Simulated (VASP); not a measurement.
# Hf (P6_3/mmc) in VASP: a series of runs

The runs below take Hf through single point, relaxation of cell and atoms, with r2SCAN.

Program: VASP 6.6.1. These are calculated values, not measurements. Logs are shortened: lines on timing, memory, paths and dates and some standing lists are left out, and cuts for length are marked.

**1. The cell of the first run**

The structure is hexagonal, space group P6_3/mmc (No. 194). The conventional cell has a = 3.192 Å, b = 3.192 Å, c = 5.045 Å, α = 90.00°, β = 90.00°, γ = 120.00°. Hf (site symmetry -6m2) has 12 Hf at 3.12 to 3.19 Å within 4.1 Å.

**2. Single point, r2SCAN**

POSCAR reads:

```
Hf
1.0
    3.1923846315      0.0000000000      0.0000000000
   -1.5961923157      2.7646861895      0.0000000000
    0.0000000000      0.0000000000      5.0450416400
Hf
2
Direct
    0.3333333300      0.6666666700      0.2500000000
    0.6666666700      0.3333333300      0.7500000000
```

INCAR.step1 reads:

```
ALGO = Normal ; EDIFF = 1E-4
ENCUT = 520 ; GGA = PE
ISMEAR = 0 ; LASPH = True
LCHARG = False ; LREAL = False
LWAVE = True ; NBANDS = 17
NELM = 100 ; PREC = Accurate
SIGMA = 0.1
```

INCAR.step2 reads:

```
ALGO = Normal ; EDIFF = 1E-6
ENCUT = 520 ; ISIF = 2
ISMEAR = 0 ; ISTART = 1
LASPH = True ; LCHARG = True
LELF = True ; LMIXTAU = True
LREAL = False ; LVHAR = True
LWAVE = False ; METAGGA = R2SCAN
NBANDS = 17 ; NELM = 100
PREC = Accurate ; SIGMA = 0.1
```

KPOINTS reads:

```
k-points
0
Gamma
  6 6 4
```

Potentials or basis: VASP PAW PBE potentials, release 64 (Hf_pv).

On the command line:

```console
cat potpaw_PBE.64/Hf_pv/POTCAR > POTCAR
cp INCAR.step1 INCAR
mpirun -np 1 vasp_std > vasp.out
cp INCAR.step2 INCAR
mpirun -np 1 vasp_std > vasp.out
```

OUTCAR:

```text
EDIFF = 1E-6
   ENCUT = 520
   ISIF = 2
   ISMEAR = 0
   ISTART = 1
   LASPH = True
   LREAL = False
   METAGGA = R2SCAN
   NELM = 100
   PREC = Accurate

 ion  position               nearest neighbor table
   1  0.333  0.667  0.250-   2 3.12   2 3.12   2 3.12   2 3.12   2 3.12   2 3.12
   2  0.667  0.333  0.750-   1 3.12   1 3.12   1 3.12   1 3.12   1 3.12   1 3.12

  LATTYP: Found a hexagonal cell.
 ALAT       =     3.1923846315
 C/A-ratio  =     1.5803364013

  Lattice vectors:

 A1 = (   3.1923846315,   0.0000000000,   0.0000000000)
 A2 = (  -1.5961923157,   2.7646861895,   0.0000000000)
 A3 = (   0.0000000000,   0.0000000000,   5.0450416400)

Analysis of symmetry for initial positions (statically):
=====================================================================
 Subroutine PRICEL returns:
 Original cell was already a primitive cell.

 Routine SETGRP: Setting up the symmetry group for a
 hexagonal supercell.

 Subroutine GETGRP returns: Found 24 space group operations
 (whereof 12 operations were pure point group operations)
 out of a pool of 24 trial point group operations.

The static configuration has the point symmetry D_3d.
 The point group associated with its full space group is D_6h.

Analysis of symmetry for dynamics (positions and initial velocities):
=====================================================================
 Subroutine PRICEL returns:
 Original cell was already a primitive cell.

 Routine SETGRP: Setting up the symmetry group for a
 hexagonal supercell.

 Subroutine GETGRP returns: Found 24 space group operations
 (whereof 12 operations were pure point group operations)
 out of a pool of 24 trial point group operations.

The dynamic configuration has the point symmetry D_3d.
 The point group associated with its full space group is D_6h.

 Subroutine INISYM returns: Found 24 space group operations
 (whereof 12 operations are pure point group operations),
 and found     1 'primitive' translations

----------------------------------------------------------------------------------------

                                     Primitive cell

  volume of cell :      44.5272

  direct lattice vectors                    reciprocal lattice vectors
     3.192384631  0.000000000  0.000000000     0.313245462  0.180852352  0.000000000
    -1.596192316  2.764686189  0.000000000     0.000000000  0.361704704  0.000000000
     0.000000000  0.000000000  5.045041640     0.000000000  0.000000000  0.198214419

  length of vectors
     3.192384631  3.192384631  5.045041640     0.361704704  0.361704704  0.198214419
[... 77 lines left out ...]
   EDIFF  = 0.1E-05   stopping-criterion for ELM
   LREAL  =      F    real-space projection
   EDIFFG = 0.1E-04   stopping-criterion for IOM
   NSW    =      0    number of steps for IOM
   IBRION =     -1    ionic relax: 0-MD 1-quasi-New 2-CG
   NFREE  =      0    steps in history (QN), initial steepest desc. (CG)
   ISIF   =      2    stress and relaxation
   ISYM   =      2    0-nonsym 1-usesym 2-fastsym
   POTIM  = 0.5000    time-step for ionic-motion
   TEBEG  =    0.0;   TEEND  =   0.0 temperature during run
   PSTRESS=    0.0 pullay stress
   NELECT =      20.0000    total number of electrons
   NUPDOWN=      -1.0000    fix difference up-down
   EMIN   =  10.00;   EMAX   =-10.00  energy-range for DOS
   EFERMI =   0.00;   METHOD = LEGACY
   ISMEAR =     0;   SIGMA  =   0.10  broadening in eV -4-tet -1-fermi 0-gaus
   EFERMI_NEDOS =   21; number of points for ismear=-14 and -15
   IALGO  =     38    algorithm
   IMIX   =      4    mixing-type and parameters
     AMIX     =   0.40;   BMIX     =  1.00
     AMIX_MAG =   1.60;   BMIX_MAG =  1.00
  volume/ion in A,a.u.               =      22.26       150.24
  Fermi-wavevector in a.u.,A,eV,Ry     =   1.253746  2.369236 21.386713  1.571879
  Thomas-Fermi vector in A             =   2.387584
   LORBIT       =      0    0 simple, 1 ext, 2 COOP (PROOUT), +10 PAW based schemes
   METAGGA = R2SCAN    functional components
   LHFCALC =     F    Hartree Fock is set to
   AEXX    =    0.0000 exact exchange contribution
   IVDW    =     0    specifies the selected vdW correction
   LEPSILON=     F    determine dielectric tensor
   LRPA    =     F    only Hartree local field effects (RPA)
 non-spin polarized calculation
 Gauss-broadening in eV      SIGMA  =   0.10
  energy-cutoff  :      520.00
  volume of cell :       44.53
 maximum number of plane-waves:      1236
 NGX is ok and might be reduce to    24
   NGX = 11   NGY = 11   NGZ = 19

 number of electron      20.0000003 magnetization

 Free energy of the ion-electron system (eV)
  ---------------------------------------------------
  ext. energy  EPLUGINS =         0.00000000
  ---------------------------------------------------
  free energy    TOTEN  =       -90.28222535 eV

  energy without entropy =      -90.26629864  energy(sigma->0) =      -90.27426200

 E-fermi :   4.9017     XC(G=0): -12.1785

 val. band max:        4.8957864099   @ k =   0.3333   0.3333   0.2500
 cond. band min:       4.9076057766   @ k =   0.1667   0.0000   0.0000
 fundamental gap:      0.0118193666
 Fermi energy:         4.9017354945

 k-point     1 :       0.0000    0.0000    0.0000
  band No.  band energies     occupation
      1     -27.3715      2.00000
      2     -26.6110      2.00000
      3     -26.6110      2.00000
      4     -26.4796      2.00000
      5     -26.4796      2.00000
      6     -26.4608      2.00000
[... 397 lines left out ...]
      4     -26.9521      2.00000
      5     -26.6084      2.00000
      6     -26.6084      2.00000
[... 9 lines left out ...]
     16      10.2370      0.00000
     17      13.8207      0.00000

------------------------ aborting loop because EDIFF is reached ----------------------------------------

  FORCE on cell =-STRESS in cart. coord.  units (eV):
  Direction    XX          YY          ZZ          XY          YZ          ZX
  --------------------------------------------------------------------------------------
  -------------------------------------------------------------------------------------
  Total       -0.0031183     -0.0031183      0.2544917     -0.0000000     -0.0000000      0.0000000
  in kB       -0.1122042     -0.1122042      9.1571099     -0.0000000     -0.0000000      0.0000000
  external PRESSURE =       2.9775672 kB  Pullay stress =       0.0000000 kB

 VOLUME and BASIS-vectors are now :
 -----------------------------------------------------------------------------
  energy-cutoff  :      520.00
  volume of cell :       44.53
      direct lattice vectors                 reciprocal lattice vectors
     3.192384631  0.000000000  0.000000000     0.313245462  0.180852352  0.000000000
    -1.596192316  2.764686189  0.000000000     0.000000000  0.361704704  0.000000000
     0.000000000  0.000000000  5.045041640     0.000000000  0.000000000  0.198214419

 POSITION                                       TOTAL-FORCE (eV/Angst)
 -----------------------------------------------------------------------------------
     -0.00000      1.84312      1.26126        -0.000000      0.000000      0.000000
      1.59619      0.92156      3.78378         0.000000     -0.000000      0.000000
 -----------------------------------------------------------------------------------
    total drift:                               -0.000002      0.000001     -0.000000

  FREE ENERGIE OF THE ION-ELECTRON SYSTEM (eV)
  ---------------------------------------------------
  free  energy   TOTEN  =       -90.2822253474 eV

  energy  without entropy=      -90.2662986434  energy(sigma->0) =      -90.27426200
```

OUTCAR.step1:

```text
EDIFF = 1E-4
   ENCUT = 520
   GGA = PE
   ISMEAR = 0
   LASPH = True
[... 638 lines left out ...]
 -----------------------------------------------------------------------------------
     -0.00000      1.84312      1.26126         0.000000     -0.000000      0.000000
      1.59619      0.92156      3.78378        -0.000000      0.000000      0.000000
 -----------------------------------------------------------------------------------
    total drift:                               -0.000002      0.000001     -0.000000

  FREE ENERGIE OF THE ION-ELECTRON SYSTEM (eV)
  ---------------------------------------------------
  free  energy   TOTEN  =       -19.8261367809 eV

  energy  without entropy=      -19.8081939961  energy(sigma->0) =      -19.81716539
```

OSZICAR.step1:

```text
N       E                     dE             d eps       ncg     rms          rms(c)
DAV:   1     0.515995013294E+02    0.51600E+02   -0.11424E+04   714   0.112E+03
DAV:   2    -0.185834226744E+02   -0.70183E+02   -0.68395E+02   899   0.252E+02
DAV:   3    -0.205220427051E+02   -0.19386E+01   -0.19229E+01   911   0.275E+01
DAV:   4    -0.205373930474E+02   -0.15350E-01   -0.15333E-01   874   0.293E+00
DAV:   5    -0.205375483512E+02   -0.15530E-03   -0.15529E-03   939   0.263E-01    0.661E+01
DAV:   6    -0.200168114120E+02    0.52074E+00   -0.48466E-01   863   0.451E+00    0.391E+01
DAV:   7    -0.198364066722E+02    0.18040E+00   -0.81554E-01   861   0.560E+00    0.178E+00
DAV:   8    -0.198260456022E+02    0.10361E-01   -0.51816E-02   788   0.149E+00    0.635E-01
DAV:   9    -0.198261515922E+02   -0.10599E-03   -0.11992E-03   983   0.249E-01    0.212E-01
DAV:  10    -0.198261367809E+02    0.14811E-04   -0.62058E-05   528   0.559E-02
   1 F= -.19826137E+02 E0= -.19817165E+02  d E =-.179428E-01
```

It took 98 s on 1 thread of Intel Xeon 8259CL, shared host; peak memory 0.17 GiB.

Results:

```
Free energy            : -90.2822 eV
Pressure               : 0.3 GPa
Band gap on the k mesh : zero (bands 10 and 11 overlap by 1.66 eV)
```

Caveat: the k points lie up to 0.38 Å⁻¹ apart, too coarse for converged energies and pressures of a metal; the PAW data sets were made with another functional, which shifts forces and pressure a little; spin-orbit coupling is left out, which moves the levels of the heavy elements.

**3. Single point, r2SCAN**

This run uses another cell than the first one, of 22.35 Å³/atom.

POSCAR reads:

```
Hf
1.0
    3.1979213364      0.0000000000      0.0000000000
   -1.5989606682      2.7694811166      0.0000000000
    0.0000000000      0.0000000000      5.0463383802
Hf
2
Direct
    0.3333333333      0.6666666667      0.2500000000
    0.6666666667      0.3333333333      0.7500000000
```

INCAR.step1 reads:

```
SYSTEM = Hf
  ALGO = Normal
  EDIFF = 1E-4
  ENCUT = 520
  GGA = PE
  ISMEAR = 0
  LASPH = .TRUE.
  LCHARG = .FALSE.
  LREAL = .FALSE.
  LWAVE = .TRUE.
  NBANDS = 17
  NELM = 100
  PREC = Accurate
  SIGMA = 0.1
```

INCAR.step2 reads:

```
SYSTEM = Hf
  ALGO = Normal
  EDIFF = 1E-6
  ENCUT = 520
  ISIF = 2
  ISMEAR = 0
  ISTART = 1
  LASPH = .TRUE.
  LCHARG = .FALSE.
  LMIXTAU = .TRUE.
  LREAL = .FALSE.
  LWAVE = .FALSE.
  METAGGA = R2SCAN
  NBANDS = 17
  NELM = 100
  PREC = Accurate
  SIGMA = 0.1
```

KPOINTS reads:

```
k-points
0
G
  15 15 8
  0 0 0
```

Potentials or basis: VASP PAW PBE potentials, release 64 (Hf_pv).

On the command line:

```console
cat potpaw_PBE.64/Hf_pv/POTCAR > POTCAR
cp INCAR.step1 INCAR
mpirun -np 1 vasp_std > vasp.out
cp INCAR.step2 INCAR
mpirun -np 1 vasp_std > vasp.out
```

Run time: 6.1 min. Hardware: 1 thread of Intel Xeon 8259CL, shared host; peak memory 0.23 GiB.

It converged, with:

- Free energy: -90.3063 eV
- Pressure: -0.6 GPa
- Band gap on the k mesh: zero (bands 10 and 11 overlap by 1.75 eV)

Stress tensor (GPa, compression positive):
```
-0.53  0.00  0.00
 0.00 -0.53  0.00
 0.00  0.00 -0.66
```

Levels at points of the mesh, in eV from the Fermi level:
| k point | band 6 | band 7 | band 8 | band 9 | band 10 | band 11 | band 12 | band 13 | band 14 | band 15 |
| --- | --- | --- | --- | --- | --- | --- | --- | --- | --- | --- |
| (0.00, 0.00, 0.00) | -31.36 | -7.77 | -3.86 | 0.41 | 1.31 | 1.31 | 1.64 | 2.19 | 2.19 | 2.89 |
| (0.00, 0.00, 0.50) | -31.43 | -5.70 | -5.70 | 0.15 | 0.15 | 1.21 | 1.21 | 1.21 | 1.21 | 5.12 |

Caveat: the PAW data sets were made with another functional, which shifts forces and pressure a little; spin-orbit coupling is left out, which moves the levels of the heavy elements.

[end of part 1 of 2]
